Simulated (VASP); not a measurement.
# FeSi2 (P4/mmm) in VASP: further runs, part 2 of 2

VASP 6.6.1.

## (3) Relaxation of the atoms, PBEsol (equal strain along all axes, cell held: -1.0 %)

The input, INCAR:

```
ALGO = Normal
EDIFF = 1E-6
EDIFFG = -0.008
ENCUT = 520
GGA = PS
IBRION = 2
ISIF = 2
ISMEAR = 0
LASPH = True
LCHARG = False
LREAL = False
LWAVE = False
NELM = 60
NSW = 60
PREC = Accurate
SIGMA = 0.1
```

The input, KPOINTS:

```
k-points
0
Gamma
  16 16 8
```

The input, POSCAR:

```
FeSi2
1.0
    2.6495187572      0.0000000000      0.0000000000
    0.0000000000      2.6495187572      0.0000000000
    0.0000000000      0.0000000000      5.0552987483
Fe Si
1 2
Direct
    0.0000000000      0.0000000000      0.0000000000
    0.5000000000      0.5000000000      0.2719321965
    0.5000000000      0.5000000000      0.7280678035
```

Potentials or basis: VASP PAW PBE potentials, release 64 (Fe, Si).

On the command line:

```console
$ cat potpaw_PBE.64/Fe/POTCAR potpaw_PBE.64/Si/POTCAR > POTCAR
$ mpirun -np 1 vasp_std > vasp.out
```

OUTCAR:

```text
EDIFF = 1E-6
   EDIFFG = -0.008
   ENCUT = 520
   GGA = PS
   IBRION = 2
   ISIF = 2
   ISMEAR = 0
   LASPH = True
   LREAL = False
   NELM = 60
   NSW = 60
   PREC = Accurate

 ion  position               nearest neighbor table
   1  0.000  0.000  0.000-   2 2.32   3 2.32   2 2.32   3 2.32   2 2.32   3 2.32   2 2.32   3 2.32

   2  0.500  0.500  0.272-   3 2.31   1 2.32   1 2.32   1 2.32   1 2.32   3 2.75
   3  0.500  0.500  0.728-   2 2.31   1 2.32   1 2.32   1 2.32   1 2.32   2 2.75

  LATTYP: Found a simple tetragonal cell.
 ALAT       =     2.6495187572
 C/A-ratio  =     1.9080064010

  Lattice vectors:

 A1 = (   2.6495187572,   0.0000000000,   0.0000000000)
 A2 = (   0.0000000000,   2.6495187572,   0.0000000000)
 A3 = (   0.0000000000,   0.0000000000,   5.0552987483)

Analysis of symmetry for initial positions (statically):
=====================================================================
 Subroutine PRICEL returns:
 Original cell was already a primitive cell.

 Routine SETGRP: Setting up the symmetry group for a
 simple tetragonal supercell.

 Subroutine GETGRP returns: Found 16 space group operations
 (whereof 16 operations were pure point group operations)
 out of a pool of 16 trial point group operations.

The static configuration has the point symmetry D_4h.

Analysis of symmetry for dynamics (positions and initial velocities):
=====================================================================
 Subroutine PRICEL returns:
 Original cell was already a primitive cell.

 Routine SETGRP: Setting up the symmetry group for a
 simple tetragonal supercell.

 Subroutine GETGRP returns: Found 16 space group operations
 (whereof 16 operations were pure point group operations)
 out of a pool of 16 trial point group operations.

The dynamic configuration has the point symmetry D_4h.

 Subroutine INISYM returns: Found 16 space group operations
 (whereof 16 operations are pure point group operations),
 and found     1 'primitive' translations

----------------------------------------------------------------------------------------

                                     Primitive cell

  volume of cell :      35.4879

  direct lattice vectors                    reciprocal lattice vectors
     2.649518757  0.000000000  0.000000000     0.377427032  0.000000000  0.000000000
     0.000000000  2.649518757  0.000000000     0.000000000  0.377427032  0.000000000
     0.000000000  0.000000000  5.055298748     0.000000000  0.000000000  0.197812246

  length of vectors
     2.649518757  2.649518757  5.055298748     0.377427032  0.377427032  0.197812246

  position of ions in fractional coordinates (direct lattice)
     0.000000000  0.000000000  0.000000000
     0.500000000  0.500000000  0.271932197
     0.500000000  0.500000000  0.728067803

  ion indices of the primitive-cell ions
   primitive index   ion index
                 1           1
                 2           2
                 3           3

----------------------------------------------------------------------------------------

 KPOINTS: k-points

Automatic generation of k-mesh.
 Grid dimensions read from file:
 generate k-points for:   16   16    8

 Generating k-lattice:

  Cartesian coordinates                     Fractional coordinates (reciprocal lattice)
[... 54 lines left out ...]
   ISPIN  =      1    spin polarized calculation?
   LNONCOLLINEAR =      F non collinear calculations
   LSORBIT =      F    spin-orbit coupling
   LASPH  =      T    aspherical Exc in radial PAW
   ENCUT  =  520.0 eV  38.22 Ry    6.18 a.u.   4.93  4.93  9.40*2*pi/ulx,y,z
   NELM   =     60;   NELMIN=  2; NELMDL= -5     # of ELM steps
   EDIFF  = 0.1E-05   stopping-criterion for ELM
   LREAL  =      F    real-space projection
   EDIFFG = -.8E-02   stopping-criterion for IOM
   NSW    =     60    number of steps for IOM
   IBRION =      2    ionic relax: 0-MD 1-quasi-New 2-CG
   NFREE  =      1    steps in history (QN), initial steepest desc. (CG)
   ISIF   =      2    stress and relaxation
   ISYM   =      2    0-nonsym 1-usesym 2-fastsym
   POTIM  = 0.5000    time-step for ionic-motion
   TEBEG  =    0.0;   TEEND  =   0.0 temperature during run
   PSTRESS=    0.0 pullay stress
   NELECT =      16.0000    total number of electrons
   NUPDOWN=      -1.0000    fix difference up-down
   EMIN   =  10.00;   EMAX   =-10.00  energy-range for DOS
   EFERMI =   0.00;   METHOD = LEGACY
   ISMEAR =     0;   SIGMA  =   0.10  broadening in eV -4-tet -1-fermi 0-gaus
   EFERMI_NEDOS =   21; number of points for ismear=-14 and -15
   IALGO  =     38    algorithm
   IMIX   =      4    mixing-type and parameters
     AMIX     =   0.40;   BMIX     =  1.00
     AMIX_MAG =   1.60;   BMIX_MAG =  1.00
  volume/ion in A,a.u.               =      11.83        79.83
  Fermi-wavevector in a.u.,A,eV,Ry     =   1.255320  2.372211 21.440456  1.575829
  Thomas-Fermi vector in A             =   2.389083
   LORBIT       =      0    0 simple, 1 ext, 2 COOP (PROOUT), +10 PAW based schemes
   GGA     = PS    functional components
   LHFCALC =     F    Hartree Fock is set to
   AEXX    =    0.0000 exact exchange contribution
   IVDW    =     0    specifies the selected vdW correction
   LEPSILON=     F    determine dielectric tensor
   LRPA    =     F    only Hartree local field effects (RPA)
 conjugate gradient relaxation of ions
 non-spin polarized calculation
 Gauss-broadening in eV      SIGMA  =   0.10
  energy-cutoff  :      520.00
  volume of cell :       35.49
 maximum number of plane-waves:       992
 NGX is ok and might be reduce to    20
   NGX =  9   NGY =  9   NGZ = 19

--------------------------------------- Ionic step        1  -------------------------------------------

 number of electron      16.0000005 magnetization

 Free energy of the ion-electron system (eV)
  ---------------------------------------------------
  ext. energy  EPLUGINS =         0.00000000
  ---------------------------------------------------
  free energy    TOTEN  =       -21.92912061 eV

  energy without entropy =      -21.92434950  energy(sigma->0) =      -21.92673505

------------------------ aborting loop because EDIFF is reached ----------------------------------------

  FORCE on cell =-STRESS in cart. coord.  units (eV):
  Direction    XX          YY          ZZ          XY          YZ          ZX
  --------------------------------------------------------------------------------------
  -------------------------------------------------------------------------------------
  Total        1.4870297      1.4870297      1.7493993     -0.0000000      0.0000000     -0.0000000
  in kB       67.1350649     67.1350649     78.9802881     -0.0000000      0.0000000     -0.0000000
  external PRESSURE =      71.0834727 kB  Pullay stress =       0.0000000 kB
[... 61 lines left out ...]
--------------------------------------- Ionic step        3  -------------------------------------------

 number of electron      16.0000005 magnetization

 Free energy of the ion-electron system (eV)
  ---------------------------------------------------
  ext. energy  EPLUGINS =         0.00000000
  ---------------------------------------------------
  free energy    TOTEN  =       -21.92982889 eV

  energy without entropy =      -21.92506387  energy(sigma->0) =      -21.92744638

 E-fermi :  10.4399     XC(G=0): -12.2664

 val. band max:       10.4360437596   @ k =   0.4375   0.2500   0.0000
 cond. band min:      10.4530291747   @ k =   0.3750   0.1875   0.0000
 fundamental gap:      0.0169854151
 Fermi energy:        10.4399366126

 k-point     1 :       0.0000    0.0000    0.0000
  band No.  band energies     occupation
      1      -3.8319      2.00000
      2       1.1318      2.00000
      3       2.2014      2.00000
      4       6.6789      2.00000
      5       8.6820      2.00000
      6       8.8822      2.00000
      7       8.8822      2.00000
      8       9.8108      2.00000
      9      15.2110      0.00000
     10      15.2110      0.00000
     11      17.1994      0.00000
     12      17.6109      0.00000
[... 331 lines left out ...]
 k-point    24 :       0.5000    0.1250    0.0000
  band No.  band energies     occupation
      1       0.5793      2.00000
      2       2.5391      2.00000
      3       3.5686      2.00000
      4       5.7749      2.00000
      5       6.3826      2.00000
      6       7.3791      2.00000
      7       8.4432      2.00000
      8       9.6362      2.00000
      9      10.5314      0.19595
     10      12.1037      0.00000
     11      12.8513      0.00000
     12      15.8920      0.00000

 [... further k-points ...]

------------------------ aborting loop because EDIFF is reached ----------------------------------------

  FORCE on cell =-STRESS in cart. coord.  units (eV):
  Direction    XX          YY          ZZ          XY          YZ          ZX
  --------------------------------------------------------------------------------------
  -------------------------------------------------------------------------------------
  Total        1.4100596      1.4100596      1.7692054      0.0000000      0.0000000      0.0000000
  in kB       63.6600886     63.6600886     79.8744736      0.0000000      0.0000000      0.0000000
  external PRESSURE =      69.0648836 kB  Pullay stress =       0.0000000 kB
[... 18 lines left out ...]
  FREE ENERGIE OF THE ION-ELECTRON SYSTEM (eV)
  ---------------------------------------------------
  free  energy   TOTEN  =       -21.9298288936 eV

  energy  without entropy=      -21.9250638727  energy(sigma->0) =      -21.92744638

 reached required accuracy - stopping structural energy minimisation
```

OSZICAR:

```text
N       E                     dE             d eps       ncg     rms          rms(c)
DAV:   1     0.689286561820E+02    0.68929E+02   -0.72769E+03  5428   0.135E+03
DAV:   2    -0.191138413532E+02   -0.88042E+02   -0.80425E+02  5436   0.253E+02
[... 20 lines left out ...]
       N       E                     dE             d eps       ncg     rms          rms(c)
DAV:   1    -0.219298109247E+02   -0.36992E-03   -0.72459E-03  5768   0.681E-01    0.580E-02
DAV:   2    -0.219298898546E+02   -0.78930E-04   -0.79028E-04  7948   0.547E-01    0.880E-02
DAV:   3    -0.219298305777E+02    0.59277E-04   -0.17625E-04  7980   0.315E-01    0.303E-02
DAV:   4    -0.219298288501E+02    0.17276E-05   -0.12920E-05  6360   0.359E-02    0.659E-03
DAV:   5    -0.219298288936E+02   -0.43509E-07   -0.88325E-07  3204   0.999E-03
   3 F= -.21929829E+02 E0= -.21927446E+02  d E =-.708284E-03
```

CONTCAR:

```text
FeSi2
   1.00000000000000
     2.6495187572000001    0.0000000000000000    0.0000000000000000
     0.0000000000000000    2.6495187572000001    0.0000000000000000
     0.0000000000000000    0.0000000000000000    5.0552987483000003
  Fe              Si
     1     2
Direct
     0.0000000000000000    0.0000000000000000    0.0000000000000000
     0.5000000000000000    0.5000000000000000    0.2728092056829002
     0.5000000000000000    0.5000000000000000    0.7271907943170998

  0.00000000E+00  0.00000000E+00  0.00000000E+00
  0.00000000E+00  0.00000000E+00  0.00000000E+00
  0.00000000E+00  0.00000000E+00  0.00000000E+00
```

Run time: 3.1 min. Hardware: 1 thread of Oxide Virtual Turin-like, shared host; peak memory 0.19 GiB.

What came out:

```
Free energy               : -21.9298 eV
Energy gained by relaxing : 0.2 meV/atom
Ionic steps               : 3
Pressure after relaxing   : 6.9 GPa
Band gap on the k mesh    : zero (bands 8 and 9 overlap by 0.41 eV)
```

The path:
```tsv
step	energy change (eV)	largest force (eV/Å)	pressure (GPa)
1	0.0000	0.1597	7.11
2	-0.0003	0.1195	6.88
3	-0.0007	0.0002	6.91
```

Final structure:
```
CELL_PARAMETERS angstrom
2.64952 0.00000 0.00000
0.00000 2.64952 0.00000
0.00000 0.00000 5.05530
ATOMIC_POSITIONS crystal
Fe 0.00000 0.00000 0.00000
Si 0.50000 0.50000 0.27281
Si 0.50000 0.50000 0.72719
```

Levels at points of the mesh, in eV from the Fermi level:
| k point | band 5 | band 6 | band 7 | band 8 | band 9 | band 10 | band 11 | band 12 |
| --- | --- | --- | --- | --- | --- | --- | --- | --- |
| (0.00, 0.00, 0.00) | -1.76 | -1.56 | -1.56 | -0.63 | 4.77 | 4.77 | 6.76 | 7.17 |
| (0.50, 0.00, 0.00) | -3.90 | -3.36 | -2.14 | -1.13 | 0.10 | 1.64 | 2.34 | 7.99 |
| (0.50, 0.50, 0.00) | -4.56 | -3.29 | -2.40 | 0.21 | 0.84 | 2.64 | 2.94 | 2.94 |
| (0.00, 0.00, 0.50) | -2.44 | -1.60 | -1.60 | -0.63 | 2.67 | 6.00 | 6.00 | 6.34 |
| (0.50, 0.00, 0.50) | -3.31 | -2.56 | -2.13 | -1.14 | 0.67 | 2.52 | 4.90 | 5.11 |
| (0.50, 0.50, 0.50) | -3.32 | -3.32 | -1.89 | 0.21 | 0.31 | 0.31 | 1.01 | 3.18 |

Caveat: the cell differs from its parent crystal (equal strain along all axes, cell held: -1.0 %); the PAW data sets were made with another functional, which shifts forces and pressure a little; the run has no spin polarisation, though such a crystal can be magnetic. Spin polarisation is off, so any magnetic state and its effect on volume and gap are missing.
